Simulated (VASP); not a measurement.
Al: single point with PBE

Al:

```
Al
1.0
    -1.64177    1.59325    1.61751
     1.64177   -1.59325    1.61751
     1.64177    1.59325   -1.61751
Al
1
Direct
  0.00000 0.00000 0.00000
```

This cell differs from its parent crystal: strain +0.0150 x Voigt [1, -1, 0, 0, 0, 0].

- Program: VASP 6.6.1
- Task: single point
- Functional: PBE
- Potentials or basis: VASP PAW PBE potentials, release 64 (Al)
- Cutoff: 520 eV
- k mesh: 26 × 26 × 26
- Occupations: gaussian, width 0.15 eV
- Spin: no spin polarisation
- Dipole correction: no
- Further INCAR settings: ALGO = Fast; EDIFF = 1e-06; NBANDS = 8

* Pressure: -0.1 GPa
* Band gap on the k mesh: zero (an odd number of electrons rules out a gap without spin polarisation)

Stress tensor (GPa, compression positive):
```
 0.37  0.00  0.00
 0.00 -0.58  0.00
 0.00  0.00  0.05
```

Levels at points of the mesh, in eV from the Fermi level:
```
           k point  band 1  band 2  band 3  band 4
(0.00, 0.00, 0.00)  -10.96   12.77   13.13   13.46
(0.50, 0.00, 0.00)   -4.15   -3.70    7.70    7.91
(0.00, 0.50, 0.00)   -4.30   -3.97    8.26    8.53
(0.50, 0.50, 0.00)   -4.23   -3.83    7.97    8.21
(0.50, 0.50, 0.50)    1.42    1.82    2.24    2.85
```

Run time: 8.4 min on 1 thread of AMD EPYC 7R43 64-Core Processor (Zen 3) (shared host), peak memory 0.34 GiB.

Caveat: the cell differs from its parent crystal (strain +0.0150 x Voigt [1, -1, 0, 0, 0, 0]).
